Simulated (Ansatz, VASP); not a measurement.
SiC in VASP and in Ansatz

INCAR

```
SYSTEM = SiC
PREC     = Accurate       ! precision mode
ENCUT    = 520            ! plane-wave cutoff, eV
EDIFF    = 1E-6           ! SCF threshold, eV
ISMEAR   = -1             ! smearing method
SIGMA    = 0.08           ! smearing width, eV
LREAL    = .FALSE.        ! projectors in reciprocal space
LASPH    = .TRUE.         ! aspherical terms in the spheres
NELM     = 80             ! most SCF steps
ALGO     = Normal         ! electronic algorithm
ISIF     = 2              ! what is computed and relaxed
LWAVE    = .FALSE.        ! write WAVECAR
LCHARG   = .TRUE.         ! write CHGCAR
GGA      = PE             ! functional
LELF     = .TRUE.         ! ELF
LVHAR    = .TRUE.       
NBANDS   = 11             ! bands
```

Contents of KPOINTS:

```
regular mesh
0
G
  16 16 16
  0 0 0
```

File POSCAR:

```
SiC
1.0
    0.0000000000      2.2043754556      2.2043754556
    2.2043754556      0.0000000000      2.2043754556
    2.2043754556      2.2043754556      0.0000000000
Si C
1 1
Direct
    0.0000000000      0.0000000000      0.0000000000
    0.2500000000      0.2500000000      0.2500000000
```

Input for Ansatz:

```yaml
crystal:
  lattice:
    - [0.0, 2.2043754556, 2.2043754556]
    - [2.2043754556, 0.0, 2.2043754556]
    - [2.2043754556, 2.2043754556, 0.0]
  atoms:
    - { symbol: Si, position: [0.0, 0.0, 0.0] }
    - { symbol: C, position: [0.25, 0.25, 0.25] }
kpoints:
  mp_grid: { grid: [16, 16, 16] }
scf:
  occupations: { method: fermi_dirac, width: 0.08 }
hamiltonian:
  xc: pbe
  pseudopotentials: { kind: all_electron, lapw: { basis_error: 0.0005 } }
output:
  forces: true
  stress: true
  eigenvalues: true
```

Change from the starting cell: volume scaled by 1.02.

Alike in both runs: task single point; functional PBE; k mesh 16 × 16 × 16; occupations fermi-dirac, width 0.08 eV; no spin polarisation.

|  | VASP | Ansatz |
| --- | --- | --- |
| version | VASP 6.6.1 | Ansatz 0.2.0 |
| potentials or method | VASP PAW PBE potentials, release 64 (Si, C), cutoff 520 eV | all-electron LAPW, scalar-relativistic |

VASP gave:

| Property | Result |
| --- | --- |
| pressure (GPa) | -4.1 |

Task: What did Ansatz give for the same quantities?

Result: Pressure (GPa): -4.0.

Ansatz ran all-electron here, and VASP with PAW potentials.
